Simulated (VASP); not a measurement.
Wanted: the native input for a VASP 6.6.1 run.

```yaml
Task: single point
Functional: PBE
Potentials_or_basis: VASP PAW PBE potentials, release 64 (Pt)
Cutoff: 520 eV
k_mesh: 11 × 11 × 11
Occupations: fermi-dirac, width 0.05 eV
Spin: collinear spin
Starting_moments: "[0.194, 0.194] μB"
Dipole_correction: no
Further_INCAR_settings: ALGO = Normal; EDIFF = 1e-06; NBANDS = 21
```

The structure of Pt lies in POSCAR:

```
Pt
1.0
    0.0000000000      2.9254493452      2.9254493452
    2.9254493452      0.0000000000      2.9254493452
    2.9254493452      2.9254493452      0.0000000000
Pt
2
Direct
    0.1250000000      0.1250000000      0.1250000000
    0.8750000000      0.8750000000      0.8750000000
```

This isn't the form of Pt at room conditions, which is fcc.

These files were run (other wordings do the same):

INCAR

```
ALGO = Normal
EDIFF = 1E-6
ENCUT = 520
GGA = PE
ISIF = 2
ISMEAR = -1
ISPIN = 2
LASPH = True
LCHARG = False
LMAXMIX = 4
LORBIT = 11
LREAL = False
LWAVE = False
MAGMOM = 0.194 0.194
NBANDS = 21
NELM = 150
PREC = Accurate
SIGMA = 0.05
```

KPOINTS

```
k-points
0
Gamma
  11 11 11
```

Potentials or basis: VASP PAW PBE potentials, release 64 (Pt).

Launch:

```bash
$ cat potpaw_PBE.64/Pt/POTCAR > POTCAR
$ mpirun -np 1 vasp_std > vasp.out
```

It gave:

```yaml
Pressure: -4.3 GPa
Band_gap_on_the_k_mesh: zero (filled and empty bands overlap)
Net_moment: 0.00 μB per cell
Valence_electrons_inside_the_program's_atomic_spheres: Pt 9.12
```

Caveat: the cell stands under tension; spin-orbit coupling is left out, which moves the levels of the heavy elements.

Run time: 82 s on 1 thread of Intel(R) Xeon(R) Platinum 8488C (Sapphire Rapids), on a shared host, peak memory 0.25 GiB.
